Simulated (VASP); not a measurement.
# Hf (P6_3/mmc) in VASP: a series of runs

The runs below take Hf through electric field gradients, with PBE, LDA, PBEsol, r2SCAN.

Everything below comes from runs of VASP 6.6.1. Logs are shortened: lines on timing, memory, paths and dates and some standing lists are left out, and cuts for length are marked.

### Step 1. The cell of the first run

It takes space group P6_3/mmc (No. 194, hexagonal). The conventional cell has a = 3.261 Å, b = 3.261 Å, c = 5.058 Å, α = 90.00°, β = 90.00°, γ = 120.00°. Within 4.1 Å of Hf (site symmetry -6m2) lie 12 Hf at 3.15 to 3.26 Å.

### Step 2. Electric field gradients, PBE (equal xx and yy strain of +2 %)

The input, INCAR:

```
PREC = Accurate ; ENCUT = 520
EDIFF = 1E-8 ; ISMEAR = -1
SIGMA = 0.05 ; LREAL = F
LASPH = T ; NELM = 80
ALGO = Normal ; ISIF = 2
LWAVE = F ; LCHARG = F
GGA = PE ; LEFG = T
NBANDS = 17
```

The input, KPOINTS:

```
Automatic mesh
0
Gamma
  13 13 7
```

The input, POSCAR:

```
Hf
1.0
    3.2606324947      0.0000000000      0.0000000000
   -1.6303162473      2.8237905728      0.0000000000
    0.0000000000      0.0000000000      5.0578000000
Hf
2
Direct
    0.3333333333      0.6666666667      0.2500000000
    0.6666666667      0.3333333333      0.7500000000
```

Potentials or basis: VASP PAW PBE potentials, release 64 (Hf_pv).

Run with:

```bash
$ cat potpaw_PBE.64/Hf_pv/POTCAR > POTCAR
$ mpirun -np 1 vasp_std > vasp.out
```

OUTCAR:

```text
PREC = Accurate
   ENCUT = 520
   EDIFF = 1E-8
   ISMEAR = -1
   LREAL = F
   LASPH = T
   NELM = 80
   ISIF = 2
   GGA = PE

 ion  position               nearest neighbor table
   1  0.333  0.667  0.250-   2 3.15   2 3.15   2 3.15   2 3.15   2 3.15   2 3.15
   2  0.667  0.333  0.750-   1 3.15   1 3.15   1 3.15   1 3.15   1 3.15   1 3.15

  LATTYP: Found a hexagonal cell.
 ALAT       =     3.2606324947
 C/A-ratio  =     1.5511714394

  Lattice vectors:

 A1 = (   3.2606324947,   0.0000000000,   0.0000000000)
 A2 = (  -1.6303162473,   2.8237905728,   0.0000000000)
 A3 = (   0.0000000000,   0.0000000000,   5.0578000000)

Analysis of symmetry for initial positions (statically):
=====================================================================
 Subroutine PRICEL returns:
 Original cell was already a primitive cell.

 Routine SETGRP: Setting up the symmetry group for a
 hexagonal supercell.

 Subroutine GETGRP returns: Found 24 space group operations
 (whereof 12 operations were pure point group operations)
 out of a pool of 24 trial point group operations.

The static configuration has the point symmetry D_3d.
 The point group associated with its full space group is D_6h.

Analysis of symmetry for dynamics (positions and initial velocities):
=====================================================================
 Subroutine PRICEL returns:
 Original cell was already a primitive cell.

 Routine SETGRP: Setting up the symmetry group for a
 hexagonal supercell.

 Subroutine GETGRP returns: Found 24 space group operations
 (whereof 12 operations were pure point group operations)
 out of a pool of 24 trial point group operations.

The dynamic configuration has the point symmetry D_3d.
 The point group associated with its full space group is D_6h.

 Subroutine INISYM returns: Found 24 space group operations
 (whereof 12 operations are pure point group operations),
 and found     1 'primitive' translations

----------------------------------------------------------------------------------------

                                     Primitive cell

  volume of cell :      46.5689

  direct lattice vectors                    reciprocal lattice vectors
     3.260632495  0.000000000  0.000000000     0.306688963  0.177066956  0.000000000
    -1.630316247  2.823790573  0.000000000     0.000000000  0.354133911  0.000000000
     0.000000000  0.000000000  5.057800000     0.000000000  0.000000000  0.197714421

  length of vectors
     3.260632495  3.260632495  5.057800000     0.354133911  0.354133911  0.197714421

  position of ions in fractional coordinates (direct lattice)
     0.333333333  0.666666667  0.250000000
     0.666666667  0.333333333  0.750000000

  ion indices of the primitive-cell ions
   primitive index   ion index
                 1           1
                 2           2

----------------------------------------------------------------------------------------

 KPOINTS: Automatic mesh

Automatic generation of k-mesh.
 Grid dimensions read from file:
 generate k-points for:   13   13    7

 Generating k-lattice:

  Cartesian coordinates                     Fractional coordinates (reciprocal lattice)
     0.023591459  0.013620535  0.000000000     0.076923077  0.000000000  0.000000000
     0.000000000  0.027241070  0.000000000     0.000000000  0.076923077  0.000000000
     0.000000000  0.000000000  0.028244917     0.000000000  0.000000000  0.142857143

  Length of vectors
     0.027241070  0.027241070  0.028244917

  Shift w.r.t. Gamma in fractional coordinates (k-lattice)
     0.000000000  0.000000000  0.000000000

 Subroutine IBZKPT returns following result:
 ===========================================

 Found     84 irreducible k-points:

 Following reciprocal coordinates:
            Coordinates               Weight
  0.000000  0.000000  0.000000      1.000000
  0.076923  0.000000  0.000000      6.000000
  0.153846 -0.000000  0.000000      6.000000
  0.230769  0.000000  0.000000      6.000000
  0.307692 -0.000000  0.000000      6.000000
  0.384615  0.000000  0.000000      6.000000
[... 16 lines left out ...]
  0.076923  0.000000  0.142857     12.000000
  0.153846 -0.000000  0.142857     12.000000
 [... further k-points ...]
   k-points           NKPTS =     84   k-points in BZ     NKDIM =     84   number of bands    NBANDS=     17
   number of dos      NEDOS =    301   number of ions     NIONS =      2
   total plane-waves  NPLWV =  23040
   dimension x,y,z NGX =    24 NGY =   24 NGZ =   40
   dimension x,y,z NGXF=    48 NGYF=   48 NGZF=   80
   ions per type =               2
   NGX,Y,Z   is equivalent  to a cutoff of  12.24, 12.24, 13.15 a.u.
   NGXF,Y,Z  is equivalent  to a cutoff of  24.47, 24.47, 26.30 a.u.
 SYSTEM =  unknown system
   PREC   = accura    normal or accurate (medium, high low for compatibility)
   ISTART =      0    job   : 0-new  1-cont  2-samecut
   ICHARG =      2    charge: 1-file 2-atom 10-const
   ISPIN  =      1    spin polarized calculation?
   LNONCOLLINEAR =      F non collinear calculations
   LSORBIT =      F    spin-orbit coupling
   LASPH  =      T    aspherical Exc in radial PAW
   ENCUT  =  520.0 eV  38.22 Ry    6.18 a.u.   6.06  6.06  9.40*2*pi/ulx,y,z
   NELM   =     80;   NELMIN=  2; NELMDL= -5     # of ELM steps
   EDIFF  = 0.1E-07   stopping-criterion for ELM
   LREAL  =      F    real-space projection
   EDIFFG = 0.1E-06   stopping-criterion for IOM
   NSW    =      0    number of steps for IOM
   IBRION =     -1    ionic relax: 0-MD 1-quasi-New 2-CG
   NFREE  =      0    steps in history (QN), initial steepest desc. (CG)
   ISIF   =      2    stress and relaxation
   ISYM   =      2    0-nonsym 1-usesym 2-fastsym
   POTIM  = 0.5000    time-step for ionic-motion
   TEBEG  =    0.0;   TEEND  =   0.0 temperature during run
   PSTRESS=    0.0 pullay stress
   NELECT =      20.0000    total number of electrons
   NUPDOWN=      -1.0000    fix difference up-down
   EMIN   =  10.00;   EMAX   =-10.00  energy-range for DOS
   EFERMI =   0.00;   METHOD = LEGACY
   ISMEAR =    -1;   SIGMA  =   0.05  broadening in eV -4-tet -1-fermi 0-gaus
   EFERMI_NEDOS =   21; number of points for ismear=-14 and -15
   IALGO  =     38    algorithm
   IMIX   =      4    mixing-type and parameters
     AMIX     =   0.40;   BMIX     =  1.00
     AMIX_MAG =   1.60;   BMIX_MAG =  1.00
  volume/ion in A,a.u.               =      23.28       157.13
  Fermi-wavevector in a.u.,A,eV,Ry     =   1.235149  2.334094 20.756968  1.525594
  Thomas-Fermi vector in A             =   2.369811
   LORBIT       =      0    0 simple, 1 ext, 2 COOP (PROOUT), +10 PAW based schemes
   GGA     = PE    functional components
   LHFCALC =     F    Hartree Fock is set to
   AEXX    =    0.0000 exact exchange contribution
   IVDW    =     0    specifies the selected vdW correction
   LEPSILON=     F    determine dielectric tensor
   LRPA    =     F    only Hartree local field effects (RPA)
 non-spin polarized calculation
  energy-cutoff  :      520.00
  volume of cell :       46.57
 maximum number of plane-waves:      1270
   NGX = 13   NGY = 13   NGZ = 19

 number of electron      19.9999999 magnetization

 Free energy of the ion-electron system (eV)
  ---------------------------------------------------
  ext. energy  EPLUGINS =         0.00000000
  ---------------------------------------------------
  free energy    TOTEN  =       -19.83324734 eV

  energy without entropy =      -19.82100640  energy(sigma->0) =      -19.82712687

 E-fermi :   4.6545     XC(G=0): -11.1022

 val. band max:        4.6530707099   @ k =   0.1538  -0.0000   0.4286
 cond. band min:       4.6958841737   @ k =   0.3846   0.2308   0.2857
 fundamental gap:      0.0428134638
 Fermi energy:         4.6544927946

 k-point     1 :       0.0000    0.0000    0.0000
  band No.  band energies     occupation
      1     -26.4917      2.00000
      2     -25.8409      2.00000
      3     -25.8409      2.00000
      4     -25.7161      2.00000
      5     -25.7161      2.00000
      6     -25.7030      2.00000
[... 9 lines left out ...]
     16       7.0467      0.00000
     17       9.7363      0.00000

 k-point     2 :       0.0769    0.0000    0.0000
  band No.  band energies     occupation
      1     -26.4783      2.00000
      2     -25.8672      2.00000
      3     -25.8502      2.00000
      4     -25.7442      2.00000
      5     -25.7194      2.00000
      6     -25.7099      2.00000
[... 9 lines left out ...]
     16       6.8888      0.00000
     17       9.8696      0.00000

 k-point     3 :       0.1538   -0.0000    0.0000
  band No.  band energies     occupation
      1     -26.4394      2.00000
      2     -25.9403      2.00000
      3     -25.8753      2.00000
      4     -25.8204      2.00000
      5     -25.7306      2.00000
      6     -25.7291      2.00000
[... 9 lines left out ...]
     16       7.1783      0.00000
     17      10.1636      0.00000

 k-point     4 :       0.2308    0.0000    0.0000
  band No.  band energies     occupation
      1     -26.3795      2.00000
      2     -26.0437      2.00000
      3     -25.9241      2.00000
      4     -25.9092      2.00000
      5     -25.7647      2.00000
      6     -25.7439      2.00000
[... 9 lines left out ...]
     16       7.8628      0.00000
     17      10.4620      0.00000
[... 343 lines left out ...]
      1     -26.4551      2.00000
      2     -25.8347      2.00000
      3     -25.8347      2.00000
      4     -25.7447      2.00000
      5     -25.7223      2.00000
      6     -25.7223      2.00000
[... 9 lines left out ...]
     16       7.3664      0.00000
     17       9.8253      0.00000

 k-point    23 :       0.0769    0.0000    0.1429
  band No.  band energies     occupation
      1     -26.4435      2.00000
      2     -25.8601      2.00000
      3     -25.8438      2.00000
      4     -25.7763      2.00000
      5     -25.7259      2.00000
      6     -25.7244      2.00000
[... 9 lines left out ...]
     16       7.3156      0.00000
     17       9.9335      0.00000

 k-point    24 :       0.1538   -0.0000    0.1429
  band No.  band energies     occupation
      1     -26.4107      2.00000
      2     -25.9304      2.00000
      3     -25.8681      2.00000
      4     -25.8537      2.00000
      5     -25.7394      2.00000
      6     -25.7364      2.00000
[... 9 lines left out ...]
     16       7.4152      0.00000
     17      10.1669      0.00000

 [... further k-points ...]

------------------------ aborting loop because EDIFF is reached ----------------------------------------

  FORCE on cell =-STRESS in cart. coord.  units (eV):
  Direction    XX          YY          ZZ          XY          YZ          ZX
  --------------------------------------------------------------------------------------
  -------------------------------------------------------------------------------------
  Total       -1.2587820     -1.2587820     -0.6778245     -0.0000000      0.0000000      0.0000000
  in kB      -43.3076986    -43.3076986    -23.3201766     -0.0000000      0.0000000      0.0000000
  external PRESSURE =     -36.6451913 kB  Pullay stress =       0.0000000 kB

 VOLUME and BASIS-vectors are now :
 -----------------------------------------------------------------------------
  energy-cutoff  :      520.00
  volume of cell :       46.57
      direct lattice vectors                 reciprocal lattice vectors
     3.260632495  0.000000000  0.000000000     0.306688963  0.177066956  0.000000000
    -1.630316247  2.823790573  0.000000000     0.000000000  0.354133911  0.000000000
     0.000000000  0.000000000  5.057800000     0.000000000  0.000000000  0.197714421

 POSITION                                       TOTAL-FORCE (eV/Angst)
 -----------------------------------------------------------------------------------
     -0.00000      1.88253      1.26445        -0.000000     -0.000000      0.000000
      1.63032      0.94126      3.79335         0.000000      0.000000      0.000000
 -----------------------------------------------------------------------------------
    total drift:                               -0.000000      0.000000     -0.000000

  FREE ENERGIE OF THE ION-ELECTRON SYSTEM (eV)
  ---------------------------------------------------
  free  energy   TOTEN  =       -19.8332473390 eV

  energy  without entropy=      -19.8210064010  energy(sigma->0) =      -19.82712687

 Electric field gradients (V/A^2)
---------------------------------------------------------------------
 ion       V_xx      V_yy      V_zz      V_xy      V_xz      V_yz
---------------------------------------------------------------------
   1     -43.617   -43.617    87.234     0.000     0.000    -0.000
   2     -43.617   -43.617    87.234     0.000    -0.000     0.000
---------------------------------------------------------------------

 Electric field gradients after diagonalization (V/A^2)
 (convention: |V_zz| > |V_xx| > |V_yy|)
----------------------------------------------------------------------
 ion       V_xx      V_yy      V_zz     asymmetry (V_yy - V_xx)/ V_zz
----------------------------------------------------------------------
   1     -43.618   -43.617    87.234       0.000
   2     -43.618   -43.617    87.234       0.000
----------------------------------------------------------------------

           NMR quadrupolar parameters

 Cq : quadrupolar parameter    Cq=e*Q*V_zz/h
 eta: asymmetry parameters     (V_yy - V_xx)/ V_zz
 Q  : nuclear electric quadrupole moment in mb (millibarn)
----------------------------------------------------------------------
 ion       Cq(MHz)       eta       Q (mb)
----------------------------------------------------------------------
   1       0.211       0.000       1.000
   2       0.211       0.000       1.000
----------------------------------------------------------------------
```

Run time: 48 s. Hardware: 1 thread of Intel Xeon Platinum 8375C at 2.90GHz (Ice Lake), shared host; peak memory 0.19 GiB.

What came out:

```yaml
Free_energy: -19.8332 eV
Pressure: -3.7 GPa
Band_gap_on_the_k_mesh: zero (bands 10 and 11 overlap by 1.55 eV)
Largest_electric_field_gradient_by_atom: Hf +87.2 V/Å²
```

Levels at points of the mesh, in eV from the Fermi level:
| k point | band 8 | band 9 | band 10 | band 11 | band 12 | band 13 |
| --- | --- | --- | --- | --- | --- | --- |
| (0.00, 0.00, 0.00) | -3.55 | 0.66 | 1.12 | 1.12 | 1.60 | 1.94 |

Electric field gradients, principal values (V/Å²):
| atom | least | middle | greatest (by size) |
| --- | --- | --- | --- |
| 1 Hf | -43.617 | -43.618 | 87.234 |
| 2 Hf | -43.617 | -43.618 | 87.234 |

Caveat: the cell differs from its parent crystal (equal xx and yy strain of +2 %); the cell stands under tension; without QUAD_EFG the Cq values of the log hold for a quadrupole moment of 1 mb, not for the nuclei; spin-orbit coupling is left out, which moves the levels of the heavy elements.

(Continued in part 2 of 2.)
